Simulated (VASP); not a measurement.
# TaN (R-3m) in VASP: a series of runs, part 2 of 2

VASP 6.6.1.

## 3. Single point, PBEsol (10.19 Å³/atom)

INCAR reads:

```
SYSTEM = TaN
PREC = Accurate ; ENCUT = 700
EDIFF = 1E-6 ; ISMEAR = 0
SIGMA = 0.15 ; LREAL = .False.
LASPH = .True. ; NELM = 120
ALGO = Normal ; ISIF = 2
LWAVE = .False. ; LCHARG = .False.
GGA = PS ; NBANDS = 16
GGA_COMPAT = .False.
```

KPOINTS reads:

```
regular mesh
0
Gamma
  20 20 20
  0 0 0
```

POSCAR reads:

```
TaN
1.0
   -0.2555283789      2.0479125363      2.0479125363
    2.0479125363     -0.2555283789      2.0479125363
    2.0479125363      2.0479125363     -0.2555283789
Ta N
1 1
Direct
    0.5000000000      0.5000000000      0.5000000000
    0.0000000000      0.0000000000      0.0000000000
```

Potentials or basis: VASP PAW PBE potentials, release 64 (Ta_sv_GW, N).

Command:

```
cat potpaw_PBE.64/Ta_sv_GW/POTCAR potpaw_PBE.64/N/POTCAR > POTCAR
mpirun -np 1 vasp_std > vasp.out
```

OUTCAR:

```text
SYSTEM = TaN
   PREC = Accurate
   ENCUT = 700
   EDIFF = 1E-6
   ISMEAR = 0
   LREAL = .False.
   LASPH = .True.
   NELM = 120
   ISIF = 2
   GGA = PS

 ion  position               nearest neighbor table
   1  0.500  0.500  0.500-   2 2.18   2 2.18   2 2.18   2 2.18   2 2.18   2 2.18
   2  0.000  0.000  0.000-   1 2.18   1 2.18   1 2.18   1 2.18   1 2.18   1 2.18

  LATTYP: Found a trigonal (rhomboedric) cell.
 ALAT       =     2.9074363734
 COS(alpha) =     0.3723266135

  Lattice vectors:

 A1 = (  -0.2555283789,   2.0479125363,   2.0479125363)
 A2 = (   2.0479125363,  -0.2555283789,   2.0479125363)
 A3 = (   2.0479125363,   2.0479125363,  -0.2555283789)

Analysis of symmetry for initial positions (statically):
=====================================================================
 Subroutine PRICEL returns:
 Original cell was already a primitive cell.

 Routine SETGRP: Setting up the symmetry group for a
 trigonal (rhombohedral) supercell.

 Subroutine GETGRP returns: Found 12 space group operations
 (whereof 12 operations were pure point group operations)
 out of a pool of 12 trial point group operations.

The static configuration has the point symmetry D_3d.

Analysis of symmetry for dynamics (positions and initial velocities):
=====================================================================
 Subroutine PRICEL returns:
 Original cell was already a primitive cell.

 Routine SETGRP: Setting up the symmetry group for a
 trigonal (rhombohedral) supercell.

 Subroutine GETGRP returns: Found 12 space group operations
 (whereof 12 operations were pure point group operations)
 out of a pool of 12 trial point group operations.

The dynamic configuration has the point symmetry D_3d.

 Subroutine INISYM returns: Found 12 space group operations
 (whereof 12 operations are pure point group operations),
 and found     1 'primitive' translations

----------------------------------------------------------------------------------------

                                     Primitive cell

[... 112 lines left out ...]
  Fermi-wavevector in a.u.,A,eV,Ry     =   1.570819  2.968417 33.571980  2.467471
  Thomas-Fermi vector in A             =   2.672495
   LORBIT       =      0    0 simple, 1 ext, 2 COOP (PROOUT), +10 PAW based schemes
   GGA     = PS    functional components
   LHFCALC =     F    Hartree Fock is set to
   AEXX    =    0.0000 exact exchange contribution
   IVDW    =     0    specifies the selected vdW correction
   LEPSILON=     F    determine dielectric tensor
   LRPA    =     F    only Hartree local field effects (RPA)
 non-spin polarized calculation
 Gauss-broadening in eV      SIGMA  =   0.15
  energy-cutoff  :      700.00
  volume of cell :       20.38
 maximum number of plane-waves:       869
 NGX is ok and might be reduce to    28
   NGX = 13   NGY = 13   NGZ = 13

 number of electron      18.0000000 magnetization

 Free energy of the ion-electron system (eV)
  ---------------------------------------------------
  ext. energy  EPLUGINS =         0.00000000
  ---------------------------------------------------
  free energy    TOTEN  =       -25.50125934 eV

  energy without entropy =      -25.49139529  energy(sigma->0) =      -25.49632731

 E-fermi :  14.0309     XC(G=0): -14.2155

 val. band max:       14.0287051971   @ k =   0.1500   0.1000   0.0000
 cond. band min:      14.0337188299   @ k =  -0.4000   0.1500   0.0000
 fundamental gap:      0.0050136329
 Fermi energy:        14.0308616835

 k-point     1 :       0.0000    0.0000    0.0000
  band No.  band energies     occupation
      1     -55.1891      2.00000
      2     -21.4104      2.00000
      3     -21.4104      2.00000
      4     -21.1317      2.00000
      5      -4.7657      2.00000
      6      10.3177      2.00000
[... 433 lines left out ...]
      3     -21.4204      2.00000
      4     -21.2632      2.00000
      5      -2.2926      2.00000
      6       4.5996      2.00000
[... 8 lines left out ...]
     15      25.6338      0.00000
     16      26.8041      0.00000

 [... further k-points ...]

------------------------ aborting loop because EDIFF is reached ----------------------------------------

  FORCE on cell =-STRESS in cart. coord.  units (eV):
  Direction    XX          YY          ZZ          XY          YZ          ZX
  --------------------------------------------------------------------------------------
  -------------------------------------------------------------------------------------
  Total        1.4119347      1.4119347      1.4119347      1.4366075      1.4366075      1.4366075
  in kB      111.0212901    111.0212901    111.0212901    112.9613237    112.9613237    112.9613237
  external PRESSURE =     111.0212901 kB  Pullay stress =       0.0000000 kB

 VOLUME and BASIS-vectors are now :
 -----------------------------------------------------------------------------
  energy-cutoff  :      700.00
  volume of cell :       20.38
      direct lattice vectors                 reciprocal lattice vectors
    -0.255528379  2.047912536  2.047912536    -0.202623233  0.231509890  0.231509890
     2.047912536 -0.255528379  2.047912536     0.231509890 -0.202623233  0.231509890
     2.047912536  2.047912536 -0.255528379     0.231509890  0.231509890 -0.202623233

 POSITION                                       TOTAL-FORCE (eV/Angst)
 -----------------------------------------------------------------------------------
      1.92015      1.92015      1.92015        -0.000000     -0.000000      0.000000
      0.00000      0.00000      0.00000         0.000000      0.000000     -0.000000
 -----------------------------------------------------------------------------------
    total drift:                                0.000000      0.000000      0.000000

  FREE ENERGIE OF THE ION-ELECTRON SYSTEM (eV)
  ---------------------------------------------------
  free  energy   TOTEN  =       -25.5012593355 eV

  energy  without entropy=      -25.4913952888  energy(sigma->0) =      -25.49632731
```

OSZICAR:

```text
N       E                     dE             d eps       ncg     rms          rms(c)
DAV:   1     0.131943580117E+03    0.13194E+03   -0.13376E+04 25016   0.146E+03
DAV:   2    -0.234784542013E+02   -0.15542E+03   -0.14956E+03 36472   0.378E+02
DAV:   3    -0.292755167435E+02   -0.57971E+01   -0.57851E+01 29800   0.653E+01
DAV:   4    -0.294157177198E+02   -0.14020E+00   -0.14020E+00 35472   0.712E+00
DAV:   5    -0.294190002423E+02   -0.32825E-02   -0.32825E-02 30200   0.776E-01    0.539E+01
DAV:   6    -0.256451170893E+02    0.37739E+01   -0.79827E+00 31040   0.264E+01    0.538E+01
DAV:   7    -0.255509985704E+02    0.94119E-01   -0.46887E-01 26400   0.588E+00    0.253E+01
DAV:   8    -0.255027603680E+02    0.48238E-01   -0.11716E-01 32128   0.285E+00    0.290E+00
DAV:   9    -0.255013484132E+02    0.14120E-02   -0.44966E-03 32896   0.644E-01    0.742E-01
DAV:  10    -0.255012658465E+02    0.82567E-04   -0.12022E-03 26760   0.367E-01    0.919E-02
DAV:  11    -0.255012636686E+02    0.21779E-05   -0.66426E-05 28920   0.890E-02    0.141E-01
DAV:  12    -0.255012592070E+02    0.44616E-05   -0.90708E-06 32488   0.319E-02    0.686E-03
DAV:  13    -0.255012593355E+02   -0.12855E-06   -0.84738E-07 15608   0.752E-03
   1 F= -.25501259E+02 E0= -.25496327E+02  d E =-.986405E-02
```

stdout:

```text
POSCAR found type information on POSCAR TaN
 POSCAR found :  2 types and       2 ions
 scaLAPACK will be used
 -----------------------------------------------------------------------------
|                                                                             |
|                                                                             |
|     You enforced a specific xc type in the INCAR file but a different       |
|     I HOPE YOU KNOW WHAT YOU ARE DOING!                                     |
|                                                                             |
 -----------------------------------------------------------------------------

 LDA part: xc-table for (Slater+PW92), standard interpolation
 POSCAR, INCAR and KPOINTS ok, starting setup
 FFT: planning ... GRIDC
 FFT: planning ... GRID_SOFT
 FFT: planning ... GRID
 WAVECAR not read
 entering main loop
```

Wall time 5.9 min (1 thread of Intel Xeon Platinum 8488C (Sapphire Rapids), shared host); peak memory 0.53 GiB.

Results:

```yaml
Free_energy: -25.5013 eV
Pressure: 11.1 GPa
Band_gap_on_the_k_mesh: zero (bands 9 and 10 overlap by 6.02 eV)
```

Stress tensor (GPa, compression positive):
```
11.10 11.30 11.30
11.30 11.10 11.30
11.30 11.30 11.10
```

Caveat: the cell stands under pressure; the PAW data sets were made with another functional, which shifts forces and pressure a little; spin-orbit coupling is left out, which moves the levels of the heavy elements.

## 4. Single point, PBEsol (10.47 Å³/atom)

This run uses another cell than the first one, of 10.47 Å³/atom.

INCAR reads:

```
SYSTEM = TaN
  PREC = Accurate
  ENCUT = 700
  EDIFF = 1E-6
  ISMEAR = 0
  SIGMA = 0.15
  LREAL = .False.
  LASPH = .True.
  NELM = 120
  ALGO = Normal
  ISIF = 2
  LWAVE = .False.
  LCHARG = .False.
  GGA = PS
  NBANDS = 16
  GGA_COMPAT = .False.
```

KPOINTS reads:

```
Automatic mesh
0
Gamma
  20 20 20
  0 0 0
```

POSCAR reads:

```
TaN
1.0
   -0.1735653234      2.1041948265      2.1041948265
    2.1041948265     -0.1735653234      2.1041948265
    2.1041948265      2.1041948265     -0.1735653234
Ta N
1 1
Direct
    0.5000000000      0.5000000000      0.5000000000
    0.0000000000      0.0000000000      0.0000000000
```

Potentials or basis: VASP PAW PBE potentials, release 64 (Ta_sv_GW, N).

Command:

```
cat potpaw_PBE.64/Ta_sv_GW/POTCAR potpaw_PBE.64/N/POTCAR > POTCAR
mpirun -np 1 vasp_std > vasp.out
```

OUTCAR:

```text
SYSTEM = TaN
   PREC = Accurate
   ENCUT = 700
   EDIFF = 1E-6
   ISMEAR = 0
   LREAL = .False.
   LASPH = .True.
   NELM = 120
   ISIF = 2
   GGA = PS

 ion  position               nearest neighbor table
   1  0.500  0.500  0.500-   2 2.19   2 2.19   2 2.19   2 2.19   2 2.19   2 2.19
   2  0.000  0.000  0.000-   1 2.19   1 2.19   1 2.19   1 2.19   1 2.19   1 2.19

  LATTYP: Found a trigonal (rhomboedric) cell.
 ALAT       =     2.9808382474
 COS(alpha) =     0.4160990780

  Lattice vectors:

 A1 = (  -0.1735653234,   2.1041948265,   2.1041948265)
[... 644 lines left out ...]

  FORCE on cell =-STRESS in cart. coord.  units (eV):
  Direction    XX          YY          ZZ          XY          YZ          ZX
  --------------------------------------------------------------------------------------
  -------------------------------------------------------------------------------------
  Total        0.0928791      0.0928791      0.0928791      0.9002343      0.9002343      0.9002343
  in kB        7.1086671      7.1086671      7.1086671     68.9010036     68.9010036     68.9010036
  external PRESSURE =       7.1086671 kB  Pullay stress =       0.0000000 kB

 VOLUME and BASIS-vectors are now :
 -----------------------------------------------------------------------------
  energy-cutoff  :      700.00
  volume of cell :       20.93
      direct lattice vectors                 reciprocal lattice vectors
    -0.173565323  2.104194827  2.104194827    -0.210071104  0.228956684  0.228956684
     2.104194827 -0.173565323  2.104194827     0.228956684 -0.210071104  0.228956684
     2.104194827  2.104194827 -0.173565323     0.228956684  0.228956684 -0.210071104

 POSITION                                       TOTAL-FORCE (eV/Angst)
 -----------------------------------------------------------------------------------
      2.01741      2.01741      2.01741         0.000000     -0.000000      0.000000
      0.00000      0.00000      0.00000         0.000000      0.000000     -0.000000
 -----------------------------------------------------------------------------------
    total drift:                                0.000000      0.000000      0.000000

  FREE ENERGIE OF THE ION-ELECTRON SYSTEM (eV)
  ---------------------------------------------------
  free  energy   TOTEN  =       -25.6659269005 eV

  energy  without entropy=      -25.6576918122  energy(sigma->0) =      -25.66180936
```

stdout:

```text
POSCAR found type information on POSCAR TaN
 POSCAR found :  2 types and       2 ions
 scaLAPACK will be used
 -----------------------------------------------------------------------------
|                                                                             |
|                                                                             |
|     You enforced a specific xc type in the INCAR file but a different       |
|     I HOPE YOU KNOW WHAT YOU ARE DOING!                                     |
|                                                                             |
 -----------------------------------------------------------------------------

 LDA part: xc-table for (Slater+PW92), standard interpolation
 POSCAR, INCAR and KPOINTS ok, starting setup
 FFT: planning ... GRIDC
 FFT: planning ... GRID_SOFT
 FFT: planning ... GRID
 WAVECAR not read
 entering main loop
```

Wall time 6.2 min (1 thread of Intel Xeon Platinum 8488C (Sapphire Rapids), shared host); peak memory 0.54 GiB.

Results:

* Free energy: -25.6659 eV
* Pressure: 0.7 GPa
* Band gap on the k mesh: zero (bands 9 and 10 overlap by 5.40 eV)

Stress tensor (GPa, compression positive):
```
0.71 6.89 6.89
6.89 0.71 6.89
6.89 6.89 0.71
```

Caveat: the PAW data sets were made with another functional, which shifts forces and pressure a little; spin-orbit coupling is left out, which moves the levels of the heavy elements.

## 5. Overview

```tsv
cell	gap on the mesh (eV)	pressure (GPa)
a = 2.954 Å, angles 65.4°, 2 atoms	none	11.0
a = 2.907 Å, angles 68.1°, 2 atoms	none	11.1
a = 2.981 Å, angles 65.4°, 2 atoms	none	0.7
```

Alike in all rows: task single point; level PBEsol; potentials or basis VASP PAW PBE potentials, release 64 (Ta_sv_GW, N); no spin polarisation; k mesh 20 × 20 × 20; cutoff (eV) 700; smearing gaussian 0.15 eV.

Caveats: the PAW data sets were made with another functional, which shifts forces and pressure a little; spin-orbit coupling is left out, which moves the levels of the heavy elements; the cell stands under pressure (at least some runs).

Total energies depend on the potentials used, so only differences within one code and one set of settings carry meaning.
